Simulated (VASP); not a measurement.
# PbSe in VASP: a series of runs, part 2 of 3

VASP 6.6.1.

**4. Electric field gradients, PBEsol (equal xy, yz and zx shear strains of -2 %)**

Input file INCAR:

```
  ALGO = Normal
  EDIFF = 1E-8
  ENCUT = 400
  GGA = PS
  GGA_COMPAT = F
  ISIF = 2
  ISMEAR = -1
  LASPH = T
  LCHARG = F
  LEFG = T
  LREAL = F
  LWAVE = F
  NBANDS = 17
  NELM = 120
  PREC = Accurate
  SIGMA = 0.01
```

Input file KPOINTS:

```
k-points
0
Gamma
  9 9 9
```

Input file POSCAR:

```
PbSe
1.0
   -0.0612430000      3.0315285000      3.0315285000
    3.0315285000     -0.0612430000      3.0315285000
    3.0315285000      3.0315285000     -0.0612430000
Pb Se
1 1
Direct
    0.0000000000      0.0000000000      0.0000000000
    0.5000000000      0.5000000000      0.5000000000
```

Potentials or basis: VASP PAW PBE potentials, release 64 (Pb_d, Se).

Command:

```
$ cat potpaw_PBE.64/Pb_d/POTCAR potpaw_PBE.64/Se/POTCAR > POTCAR
$ mpirun -np 1 vasp_std > vasp.out
```

OUTCAR:

```text
EDIFF = 1E-8
   ENCUT = 400
   GGA = PS
   ISIF = 2
   ISMEAR = -1
   LASPH = T
   LREAL = F
   NELM = 120
   PREC = Accurate

 ion  position               nearest neighbor table
   1  0.000  0.000  0.000-   2 3.06   2 3.06   2 3.06   2 3.06   2 3.06   2 3.06
   2  0.500  0.500  0.500-   1 3.06   1 3.06   1 3.06   1 3.06   1 3.06   1 3.06

  LATTYP: Found a trigonal (rhomboedric) cell.
 ALAT       =     4.2876661248
 COS(alpha) =     0.4797000918

  Lattice vectors:

 A1 = (  -0.0612430000,   3.0315285000,   3.0315285000)
 A2 = (   3.0315285000,  -0.0612430000,   3.0315285000)
 A3 = (   3.0315285000,   3.0315285000,  -0.0612430000)

Analysis of symmetry for initial positions (statically):
=====================================================================
 Subroutine PRICEL returns:
 Original cell was already a primitive cell.

 Routine SETGRP: Setting up the symmetry group for a
 trigonal (rhombohedral) supercell.

 Subroutine GETGRP returns: Found 12 space group operations
 (whereof 12 operations were pure point group operations)
 out of a pool of 12 trial point group operations.

The static configuration has the point symmetry D_3d.

Analysis of symmetry for dynamics (positions and initial velocities):
=====================================================================
 Subroutine PRICEL returns:
 Original cell was already a primitive cell.

 Routine SETGRP: Setting up the symmetry group for a
 trigonal (rhombohedral) supercell.

 Subroutine GETGRP returns: Found 12 space group operations
 (whereof 12 operations were pure point group operations)
 out of a pool of 12 trial point group operations.

The dynamic configuration has the point symmetry D_3d.
[... 157 lines left out ...]
      3     -11.8514      2.00000
      4     -11.8433      2.00000
      5     -11.8433      2.00000
      6      -8.6990      2.00000
[... 457 lines left out ...]
      4     -11.8075      2.00000
      5     -11.8035      2.00000
      6      -7.3085      2.00000
[... 9 lines left out ...]
     16      16.2628      0.00000
     17      17.2634      0.00000

 [... further k-points ...]

------------------------ aborting loop because EDIFF is reached ----------------------------------------

  FORCE on cell =-STRESS in cart. coord.  units (eV):
  Direction    XX          YY          ZZ          XY          YZ          ZX
  --------------------------------------------------------------------------------------
  -------------------------------------------------------------------------------------
  Total       -0.2140768     -0.2140768     -0.2140768      0.1214460      0.1214460      0.1214460
  in kB       -5.9745064     -5.9745064     -5.9745064      3.3893443      3.3893443      3.3893443
  external PRESSURE =      -5.9745064 kB  Pullay stress =       0.0000000 kB

 VOLUME and BASIS-vectors are now :
 -----------------------------------------------------------------------------
  energy-cutoff  :      400.00
  volume of cell :       57.41
      direct lattice vectors                 reciprocal lattice vectors
    -0.061243000  3.031528500  3.031528500    -0.160017628  0.163316960  0.163316960
     3.031528500 -0.061243000  3.031528500     0.163316960 -0.160017628  0.163316960
     3.031528500  3.031528500 -0.061243000     0.163316960  0.163316960 -0.160017628

 POSITION                                       TOTAL-FORCE (eV/Angst)
 -----------------------------------------------------------------------------------
      0.00000      0.00000      0.00000        -0.000000      0.000000      0.000000
      3.00091      3.00091      3.00091         0.000000     -0.000000     -0.000000
 -----------------------------------------------------------------------------------
    total drift:                               -0.000000      0.000000      0.000000

  FREE ENERGIE OF THE ION-ELECTRON SYSTEM (eV)
  ---------------------------------------------------
  free  energy   TOTEN  =        -8.9126083896 eV

  energy  without entropy=       -8.9126083896  energy(sigma->0) =       -8.91260839

 Electric field gradients (V/A^2)
---------------------------------------------------------------------
 ion       V_xx      V_yy      V_zz      V_xy      V_xz      V_yz
---------------------------------------------------------------------
   1      -0.000    -0.000     0.000     2.182     2.182     2.182
   2      -0.000    -0.000    -0.000    -6.784    -6.784    -6.784
---------------------------------------------------------------------

 Electric field gradients after diagonalization (V/A^2)
 (convention: |V_zz| > |V_xx| > |V_yy|)
----------------------------------------------------------------------
 ion       V_xx      V_yy      V_zz     asymmetry (V_yy - V_xx)/ V_zz
----------------------------------------------------------------------
   1      -2.182    -2.182     4.365       0.000
   2       6.784     6.784   -13.569       0.000
----------------------------------------------------------------------

           NMR quadrupolar parameters

 Cq : quadrupolar parameter    Cq=e*Q*V_zz/h
 eta: asymmetry parameters     (V_yy - V_xx)/ V_zz
 Q  : nuclear electric quadrupole moment in mb (millibarn)
----------------------------------------------------------------------
 ion       Cq(MHz)       eta       Q (mb)
----------------------------------------------------------------------
   1       0.011       0.000       1.000
   2      -0.033       0.000       1.000
----------------------------------------------------------------------
```

OSZICAR:

```text
N       E                     dE             d eps       ncg     rms          rms(c)
DAV:   1     0.143806478376E+03    0.14381E+03   -0.82681E+03  2914   0.991E+02
DAV:   2     0.814258090882E+00   -0.14299E+03   -0.13805E+03  3147   0.277E+02
DAV:   3    -0.896576723280E+01   -0.97800E+01   -0.97338E+01  3671   0.808E+01
DAV:   4    -0.917276527672E+01   -0.20700E+00   -0.20689E+00  3474   0.136E+01
DAV:   5    -0.918020448430E+01   -0.74392E-02   -0.74389E-02  4097   0.238E+00    0.266E+00
DAV:   6    -0.891954801865E+01    0.26066E+00   -0.64285E-01  4434   0.580E+00    0.151E+00
DAV:   7    -0.891230227121E+01    0.72457E-02   -0.10028E-01  3555   0.158E+00    0.802E-01
DAV:   8    -0.891293583095E+01   -0.63356E-03   -0.10161E-02  3539   0.108E+00    0.134E-01
DAV:   9    -0.891258595479E+01    0.34988E-03   -0.22688E-03  4453   0.436E-01    0.459E-02
DAV:  10    -0.891260899290E+01   -0.23038E-04   -0.15125E-04  3308   0.698E-02    0.163E-02
DAV:  11    -0.891260847095E+01    0.52195E-06   -0.26948E-05  3997   0.506E-02    0.527E-03
DAV:  12    -0.891260839006E+01    0.80888E-07   -0.16804E-06  3884   0.139E-02    0.102E-03
DAV:  13    -0.891260838965E+01    0.41109E-09   -0.63489E-08  3910   0.315E-03
   1 F= -.89126084E+01 E0= -.89126084E+01  d E =-.893951E-11
```

Wall time 1.7 min (1 thread of Intel Xeon 8259CL, shared host); peak memory 0.19 GiB.

Results:

```yaml
Free_energy: -8.9126 eV
Pressure: -0.6 GPa
Band_gap_on_the_k_mesh: 0.47 eV (least direct gap 0.62 eV)
Largest_electric_field_gradient_by_atom: Pb +4.4; Se -13.6 V/Å²
```

Levels at points of the mesh, in eV from the valence-band top:
| k point | band 7 | band 8 | band 9 | band 10 | band 11 | band 12 | band 13 | band 14 |
| --- | --- | --- | --- | --- | --- | --- | --- | --- |
| (0.00, 0.00, 0.00) | -6.17 | -1.77 | -1.77 | -1.54 | 4.81 | 4.86 | 4.86 | 6.49 |

Electric field gradients, principal values (V/Å²):
```
atom   least  middle  greatest (by size)
1 Pb  -2.182  -2.182               4.365
2 Se   6.784   6.784             -13.569
```

Caveat: the cell differs from its parent crystal (equal xy, yz and zx shear strains of -2 %); without QUAD_EFG the Cq values of the log hold for a quadrupole moment of 1 mb, not for the nuclei; the PAW data sets were made with another functional, which shifts forces and pressure a little; spin-orbit coupling is left out, which moves the levels of the heavy elements; an odd mesh through Γ misses points on the zone boundary, where band edges can lie.

**5. Electric field gradients, PBEsol (equal xy, yz and zx shear strains of -2 %)**

Input file INCAR:

```
SYSTEM = PbSe
PREC = Accurate
ENCUT = 400
EDIFF = 1E-8
ISMEAR = -1
SIGMA = 0.01
LREAL = .FALSE.
LASPH = .TRUE.
NELM = 120
ALGO = Normal
ISIF = 2
LWAVE = .FALSE.
LCHARG = .FALSE.
GGA = PS
LEFG = .TRUE.
NBANDS = 17
GGA_COMPAT = .FALSE.
```

Input file KPOINTS:

```
Automatic mesh
0
G
  9 9 9
  0 0 0
```

POSCAR is that of step 4.

Potentials or basis: VASP PAW PBE potentials, release 64 (Pb_d, Se).

Command:

```
$ cat potpaw_PBE.64/Pb_d/POTCAR potpaw_PBE.64/Se/POTCAR > POTCAR
$ mpirun -np 1 vasp_std > vasp.out
```

OUTCAR:

```text
SYSTEM = PbSe
   PREC = Accurate
   ENCUT = 400
   EDIFF = 1E-8
   ISMEAR = -1
   LREAL = .FALSE.
   LASPH = .TRUE.
   NELM = 120
   ISIF = 2
   GGA = PS

 ion  position               nearest neighbor table
   1  0.000  0.000  0.000-   2 3.06   2 3.06   2 3.06   2 3.06   2 3.06   2 3.06
   2  0.500  0.500  0.500-   1 3.06   1 3.06   1 3.06   1 3.06   1 3.06   1 3.06

  LATTYP: Found a trigonal (rhomboedric) cell.
 ALAT       =     4.2876661248
 COS(alpha) =     0.4797000918

  Lattice vectors:

 A1 = (  -0.0612430000,   3.0315285000,   3.0315285000)
[... 693 lines left out ...]
  free  energy   TOTEN  =        -8.9126083896 eV

  energy  without entropy=       -8.9126083896  energy(sigma->0) =       -8.91260839

 Electric field gradients (V/A^2)
---------------------------------------------------------------------
 ion       V_xx      V_yy      V_zz      V_xy      V_xz      V_yz
---------------------------------------------------------------------
   1      -0.000    -0.000     0.000     2.182     2.182     2.182
   2      -0.000    -0.000    -0.000    -6.784    -6.784    -6.784
---------------------------------------------------------------------

 Electric field gradients after diagonalization (V/A^2)
 (convention: |V_zz| > |V_xx| > |V_yy|)
----------------------------------------------------------------------
 ion       V_xx      V_yy      V_zz     asymmetry (V_yy - V_xx)/ V_zz
----------------------------------------------------------------------
   1      -2.182    -2.182     4.365       0.000
   2       6.784     6.784   -13.569       0.000
----------------------------------------------------------------------

           NMR quadrupolar parameters

 Cq : quadrupolar parameter    Cq=e*Q*V_zz/h
 eta: asymmetry parameters     (V_yy - V_xx)/ V_zz
 Q  : nuclear electric quadrupole moment in mb (millibarn)
----------------------------------------------------------------------
 ion       Cq(MHz)       eta       Q (mb)
----------------------------------------------------------------------
   1       0.011       0.000       1.000
   2      -0.033       0.000       1.000
----------------------------------------------------------------------
```

OSZICAR:

```text
N       E                     dE             d eps       ncg     rms          rms(c)
DAV:   1     0.143806478376E+03    0.14381E+03   -0.82681E+03  2914   0.991E+02
DAV:   2     0.814258090882E+00   -0.14299E+03   -0.13805E+03  3147   0.277E+02
DAV:   3    -0.896576723280E+01   -0.97800E+01   -0.97338E+01  3671   0.808E+01
DAV:   4    -0.917276527672E+01   -0.20700E+00   -0.20689E+00  3474   0.136E+01
DAV:   5    -0.918020448430E+01   -0.74392E-02   -0.74389E-02  4097   0.238E+00    0.266E+00
DAV:   6    -0.891954801865E+01    0.26066E+00   -0.64285E-01  4434   0.580E+00    0.151E+00
DAV:   7    -0.891230227121E+01    0.72457E-02   -0.10028E-01  3555   0.158E+00    0.802E-01
DAV:   8    -0.891293583095E+01   -0.63356E-03   -0.10161E-02  3539   0.108E+00    0.134E-01
DAV:   9    -0.891258595479E+01    0.34988E-03   -0.22688E-03  4453   0.436E-01    0.459E-02
DAV:  10    -0.891260899290E+01   -0.23038E-04   -0.15125E-04  3308   0.698E-02    0.163E-02
DAV:  11    -0.891260847095E+01    0.52195E-06   -0.26948E-05  3997   0.506E-02    0.527E-03
DAV:  12    -0.891260839006E+01    0.80888E-07   -0.16804E-06  3884   0.139E-02    0.102E-03
DAV:  13    -0.891260838965E+01    0.41109E-09   -0.63489E-08  3910   0.315E-03
   1 F= -.89126084E+01 E0= -.89126084E+01  d E =-.893951E-11
```

stdout:

```text
POSCAR found type information on POSCAR PbSe
 POSCAR found :  2 types and       2 ions
 scaLAPACK will be used
 -----------------------------------------------------------------------------
|                                                                             |
|                                                                             |
|     You enforced a specific xc type in the INCAR file but a different       |
|     I HOPE YOU KNOW WHAT YOU ARE DOING!                                     |
|                                                                             |
 -----------------------------------------------------------------------------

 LDA part: xc-table for (Slater+PW92), standard interpolation
 POSCAR, INCAR and KPOINTS ok, starting setup
 FFT: planning ... GRIDC
 FFT: planning ... GRID_SOFT
 FFT: planning ... GRID
 WAVECAR not read
 entering main loop
ion   1

ion   2
```

It took 98 s on 1 thread of Intel Xeon 8259CL, shared host; peak memory 0.19 GiB.

Results:

```yaml
Free_energy: -8.9126 eV
Pressure: -0.6 GPa
Band_gap_on_the_k_mesh: 0.47 eV (least direct gap 0.62 eV)
Largest_electric_field_gradient_by_atom: Pb +4.4; Se -13.6 V/Å²
```

Electric field gradients, principal values (V/Å²):
| atom | least | middle | greatest (by size) |
| --- | --- | --- | --- |
| 1 Pb | -2.182 | -2.182 | 4.365 |
| 2 Se | 6.784 | 6.784 | -13.569 |

Caveat: the cell differs from its parent crystal (equal xy, yz and zx shear strains of -2 %); without QUAD_EFG the Cq values of the log hold for a quadrupole moment of 1 mb, not for the nuclei; the PAW data sets were made with another functional, which shifts forces and pressure a little; spin-orbit coupling is left out, which moves the levels of the heavy elements; an odd mesh through Γ misses points on the zone boundary, where band edges can lie.

(Continued in part 3 of 3.)
